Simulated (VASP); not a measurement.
# ZnS (F-43m) in VASP: single point with LDA

Aim: the single point of ZnS with LDA.

Program: VASP 6.6.1. These are calculated values, not measurements. Logs are shortened: lines on timing, memory, paths and dates and some standing lists are left out, and cuts for length are marked.

### 1 The cell of the first run

The structure is cubic, space group F-43m (No. 216). Conventional cell: a = 4.977 Å, b = 4.977 Å, c = 4.977 Å, α = 90.00°, β = 90.00°, γ = 90.00°. Within 2.9 Å of Zn (site symmetry -43m) lie 4 S at 2.15 Å. Within 2.9 Å of S (site symmetry -43m) lie 4 Zn at 2.15 Å.

### 2 Single point, LDA (strain -0.080 along x and y, -0.080 along z)

File INCAR:

```
SYSTEM = ZnS
PREC = Accurate
ENCUT = 520
EDIFF = 1E-7
ISMEAR = 0
SIGMA = 0.05
LREAL = .FALSE.
LASPH = .TRUE.
NELM = 60
ALGO = Normal
ISIF = 2
LWAVE = .FALSE.
LCHARG = .FALSE.
NBANDS = 16
```

File KPOINTS:

```
Automatic mesh
0
G
  10 10 10
  0 0 0
```

File POSCAR:

```
ZnS
1.0
    0.0000000000      2.4882780000      2.4882780000
    2.4882780000      0.0000000000      2.4882780000
    2.4882780000      2.4882780000      0.0000000000
Zn S
1 1
Direct
    0.0000000000      0.0000000000      0.0000000000
    0.7500000000      0.7500000000      0.7500000000
```

Potentials or basis: VASP PAW LDA potentials, release 64 (Zn, S).

Launch:

```bash
$ cat potpaw_LDA.64/Zn/POTCAR potpaw_LDA.64/S/POTCAR > POTCAR
$ mpirun -np 1 vasp_std > vasp.out
```

OUTCAR:

```text
SYSTEM = ZnS
   PREC = Accurate
   ENCUT = 520
   EDIFF = 1E-7
   ISMEAR = 0
   LREAL = .FALSE.
   LASPH = .TRUE.
   NELM = 60
   ISIF = 2

 ion  position               nearest neighbor table
   1  0.000  0.000  0.000-   2 2.15   2 2.15   2 2.15   2 2.15
   2  0.750  0.750  0.750-   1 2.15   1 2.15   1 2.15   1 2.15

  LATTYP: Found a face centered cubic cell.
 ALAT       =     4.9765560000

  Lattice vectors:

 A1 = (   0.0000000000,   2.4882780000,   2.4882780000)
 A2 = (   2.4882780000,   0.0000000000,   2.4882780000)
 A3 = (   2.4882780000,   2.4882780000,   0.0000000000)

Analysis of symmetry for initial positions (statically):
=====================================================================
 Subroutine PRICEL returns:
 Original cell was already a primitive cell.

 Routine SETGRP: Setting up the symmetry group for a
 face centered cubic supercell.

 Subroutine GETGRP returns: Found 24 space group operations
 (whereof 24 operations were pure point group operations)
 out of a pool of 48 trial point group operations.

The static configuration has the point symmetry T_d .

Analysis of symmetry for dynamics (positions and initial velocities):
=====================================================================
 Subroutine PRICEL returns:
 Original cell was already a primitive cell.

 Routine SETGRP: Setting up the symmetry group for a
 face centered cubic supercell.

 Subroutine GETGRP returns: Found 24 space group operations
 (whereof 24 operations were pure point group operations)
 out of a pool of 48 trial point group operations.

The dynamic configuration has the point symmetry T_d .

 Subroutine INISYM returns: Found 24 space group operations
 (whereof 24 operations are pure point group operations),
 and found     1 'primitive' translations

----------------------------------------------------------------------------------------

                                     Primitive cell

  volume of cell :      30.8125

  direct lattice vectors                    reciprocal lattice vectors
     0.000000000  2.488278000  2.488278000    -0.200942178  0.200942178  0.200942178
     2.488278000  0.000000000  2.488278000     0.200942178 -0.200942178  0.200942178
     2.488278000  2.488278000  0.000000000     0.200942178  0.200942178 -0.200942178

  length of vectors
     3.518956495  3.518956495  3.518956495     0.348042061  0.348042061  0.348042061

  position of ions in fractional coordinates (direct lattice)
     0.000000000  0.000000000  0.000000000
     0.750000000  0.750000000  0.750000000

  ion indices of the primitive-cell ions
   primitive index   ion index
                 1           1
                 2           2

----------------------------------------------------------------------------------------

 KPOINTS: Automatic mesh

Automatic generation of k-mesh.
 Grid dimensions read from file:
 generate k-points for:   10   10   10

 Generating k-lattice:

  Cartesian coordinates                     Fractional coordinates (reciprocal lattice)
    -0.020094218  0.020094218  0.020094218     0.100000000  0.000000000  0.000000000
     0.020094218 -0.020094218  0.020094218     0.000000000  0.100000000  0.000000000
     0.020094218  0.020094218 -0.020094218     0.000000000  0.000000000  0.100000000

  Length of vectors
     0.034804206  0.034804206  0.034804206

  Shift w.r.t. Gamma in fractional coordinates (k-lattice)
     0.000000000  0.000000000  0.000000000

 Subroutine IBZKPT returns following result:
 ===========================================

 Found     47 irreducible k-points:

 Following reciprocal coordinates:
            Coordinates               Weight
  0.000000  0.000000  0.000000      1.000000
  0.100000  0.000000  0.000000      8.000000
  0.200000  0.000000  0.000000      8.000000
  0.300000  0.000000  0.000000      8.000000
  0.400000  0.000000  0.000000      8.000000
  0.500000  0.000000  0.000000      4.000000
[... 16 lines left out ...]
  0.300000  0.300000  0.000000      6.000000
  0.400000  0.300000  0.000000     24.000000
 [... further k-points ...]
   k-points           NKPTS =     47   k-points in BZ     NKDIM =     47   number of bands    NBANDS=     16
   number of dos      NEDOS =    301   number of ions     NIONS =      2
   total plane-waves  NPLWV =  21952
   dimension x,y,z NGX =    28 NGY =   28 NGZ =   28
   dimension x,y,z NGXF=    56 NGYF=   56 NGZF=   56
   ions per type =               1   1
   NGX,Y,Z   is equivalent  to a cutoff of  13.23, 13.23, 13.23 a.u.
   NGXF,Y,Z  is equivalent  to a cutoff of  26.46, 26.46, 26.46 a.u.
 SYSTEM =  ZnS
   PREC   = accura    normal or accurate (medium, high low for compatibility)
   ISTART =      0    job   : 0-new  1-cont  2-samecut
   ICHARG =      2    charge: 1-file 2-atom 10-const
   ISPIN  =      1    spin polarized calculation?
   LNONCOLLINEAR =      F non collinear calculations
   LSORBIT =      F    spin-orbit coupling
   LASPH  =      T    aspherical Exc in radial PAW
   ENCUT  =  520.0 eV  38.22 Ry    6.18 a.u.   6.54  6.54  6.54*2*pi/ulx,y,z
   NELM   =     60;   NELMIN=  2; NELMDL= -5     # of ELM steps
   EDIFF  = 0.1E-06   stopping-criterion for ELM
   LREAL  =      F    real-space projection
   EDIFFG = 0.1E-05   stopping-criterion for IOM
   NSW    =      0    number of steps for IOM
   IBRION =     -1    ionic relax: 0-MD 1-quasi-New 2-CG
   NFREE  =      0    steps in history (QN), initial steepest desc. (CG)
   ISIF   =      2    stress and relaxation
   ISYM   =      2    0-nonsym 1-usesym 2-fastsym
   POTIM  = 0.5000    time-step for ionic-motion
   TEBEG  =    0.0;   TEEND  =   0.0 temperature during run
   PSTRESS=    0.0 pullay stress
   NELECT =      18.0000    total number of electrons
   NUPDOWN=      -1.0000    fix difference up-down
   EMIN   =  10.00;   EMAX   =-10.00  energy-range for DOS
   EFERMI =   0.00;   METHOD = LEGACY
   ISMEAR =     0;   SIGMA  =   0.05  broadening in eV -4-tet -1-fermi 0-gaus
   EFERMI_NEDOS =   21; number of points for ismear=-14 and -15
   IALGO  =     38    algorithm
   IMIX   =      4    mixing-type and parameters
     AMIX     =   0.40;   BMIX     =  1.00
     AMIX_MAG =   1.60;   BMIX_MAG =  1.00
  volume/ion in A,a.u.               =      15.41       103.97
  Fermi-wavevector in a.u.,A,eV,Ry     =   1.368538  2.586161 25.482290  1.872895
  Thomas-Fermi vector in A             =   2.494493
   LORBIT       =      0    0 simple, 1 ext, 2 COOP (PROOUT), +10 PAW based schemes
   GGA     = CA    functional components
   LHFCALC =     F    Hartree Fock is set to
   AEXX    =    0.0000 exact exchange contribution
   IVDW    =     0    specifies the selected vdW correction
   LEPSILON=     F    determine dielectric tensor
   LRPA    =     F    only Hartree local field effects (RPA)
 non-spin polarized calculation
 Gauss-broadening in eV      SIGMA  =   0.05
  energy-cutoff  :      520.00
  volume of cell :       30.81
 maximum number of plane-waves:       869
 NGX is ok and might be reduce to    28
   NGX = 13   NGY = 13   NGZ = 13

 number of electron      18.0000000 magnetization

 Free energy of the ion-electron system (eV)
  ---------------------------------------------------
  ext. energy  EPLUGINS =         0.00000000
  ---------------------------------------------------
  free energy    TOTEN  =        -7.78277096 eV

  energy without entropy =       -7.78277096  energy(sigma->0) =       -7.78277096

 E-fermi :   4.9235     XC(G=0): -11.2168

 val. band max:        4.6349907680   @ k =   0.0000   0.0000   0.0000
 cond. band min:       7.1938251396   @ k =   0.5000   0.5000   0.0000
 fundamental gap:      2.5588343716
 Fermi energy:         4.9234922317

 k-point     1 :       0.0000    0.0000    0.0000
  band No.  band energies     occupation
      1     -10.5376      2.00000
      2      -3.2131      2.00000
      3      -3.2131      2.00000
      4      -3.2131      2.00000
      5      -2.4057      2.00000
      6      -2.4057      2.00000
[... 8 lines left out ...]
     15      16.6309      0.00000
     16      17.5656      0.00000

 k-point     2 :       0.1000    0.0000    0.0000
  band No.  band energies     occupation
      1     -10.4241      2.00000
      2      -3.2289      2.00000
      3      -3.1912      2.00000
      4      -3.1912      2.00000
      5      -2.4086      2.00000
      6      -2.4086      2.00000
[... 8 lines left out ...]
     15      16.0599      0.00000
     16      18.0709      0.00000

 k-point     3 :       0.2000    0.0000    0.0000
  band No.  band energies     occupation
      1     -10.1056      2.00000
      2      -3.2527      2.00000
      3      -3.1376      2.00000
      4      -3.1376      2.00000
      5      -2.4100      2.00000
      6      -2.4100      2.00000
[... 8 lines left out ...]
     15      15.5491      0.00000
     16      17.6044      0.00000

 k-point     4 :       0.3000    0.0000    0.0000
  band No.  band energies     occupation
      1      -9.6577      2.00000
      2      -3.2161      2.00000
      3      -3.0818      2.00000
      4      -3.0818      2.00000
      5      -2.3950      2.00000
      6      -2.3950      2.00000
[... 8 lines left out ...]
     15      16.0623      0.00000
     16      17.0519      0.00000
[... 324 lines left out ...]
 k-point    22 :      -0.2000    0.2000    0.0000
  band No.  band energies     occupation
      1      -9.5066      2.00000
      2      -3.2015      2.00000
      3      -3.0600      2.00000
      4      -3.0365      2.00000
      5      -2.4517      2.00000
      6      -2.3394      2.00000
[... 8 lines left out ...]
     15      18.4183      0.00000
     16      20.0782      0.00000

 k-point    23 :       0.3000    0.3000    0.0000
  band No.  band energies     occupation
      1      -9.3596      2.00000
      2      -3.4431      2.00000
      3      -2.8987      2.00000
      4      -2.8987      2.00000
      5      -2.4907      2.00000
      6      -2.3135      2.00000
[... 8 lines left out ...]
     15      17.7573      0.00000
     16      22.8234      0.00000

 k-point    24 :       0.4000    0.3000    0.0000
  band No.  band energies     occupation
      1      -9.0251      2.00000
      2      -3.4334      2.00000
      3      -2.8242      2.00000
      4      -2.8227      2.00000
      5      -2.4110      2.00000
      6      -2.2994      2.00000
[... 8 lines left out ...]
     15      18.4525      0.00000
     16      22.0666      0.00000

 [... further k-points ...]
[... 5 lines left out ...]
  --------------------------------------------------------------------------------------
  -------------------------------------------------------------------------------------
  Total        4.8110454      4.8110454      4.8110454     -0.0000000     -0.0000000     -0.0000000
  in kB      250.1631514    250.1631514    250.1631514     -0.0000000     -0.0000000     -0.0000000
  external PRESSURE =     250.1631514 kB  Pullay stress =       0.0000000 kB

 VOLUME and BASIS-vectors are now :
 -----------------------------------------------------------------------------
  energy-cutoff  :      520.00
  volume of cell :       30.81
      direct lattice vectors                 reciprocal lattice vectors
     0.000000000  2.488278000  2.488278000    -0.200942178  0.200942178  0.200942178
     2.488278000  0.000000000  2.488278000     0.200942178 -0.200942178  0.200942178
     2.488278000  2.488278000  0.000000000     0.200942178  0.200942178 -0.200942178

 POSITION                                       TOTAL-FORCE (eV/Angst)
 -----------------------------------------------------------------------------------
      0.00000      0.00000      0.00000         0.000000      0.000000      0.000000
      3.73242      3.73242      3.73242        -0.000000     -0.000000     -0.000000
 -----------------------------------------------------------------------------------
    total drift:                               -0.000001     -0.000001     -0.000001

  FREE ENERGIE OF THE ION-ELECTRON SYSTEM (eV)
  ---------------------------------------------------
  free  energy   TOTEN  =        -7.7827709590 eV

  energy  without entropy=       -7.7827709590  energy(sigma->0) =       -7.78277096
```

It took 19 s on 1 thread of AMD EPYC 7R43 (Zen 3), shared host; peak memory 0.11 GiB.

Results:

```
Free energy            : -7.7828 eV
Pressure               : 25.0 GPa
Band gap on the k mesh : 2.56 eV, indirect (least direct gap 3.06 eV)
```

Levels at points of the mesh, in eV from the valence-band top:
| k point | band 6 | band 7 | band 8 | band 9 | band 10 | band 11 | band 12 | band 13 |
| --- | --- | --- | --- | --- | --- | --- | --- | --- |
| (0.00, 0.00, 0.00) | -7.04 | 0.00 | 0.00 | 0.00 | 3.06 | 5.95 | 5.95 | 5.95 |
| (0.50, 0.00, 0.00) | -6.99 | -6.66 | -1.30 | -1.30 | 3.55 | 6.53 | 6.53 | 9.37 |
| (0.50, 0.50, 0.00) | -6.73 | -5.76 | -3.30 | -3.30 | 2.56 | 3.64 | 12.77 | 13.50 |

Caveat: the cell differs from its parent crystal (strain -0.080 along x and y, -0.080 along z). A k mesh can miss the band edges.
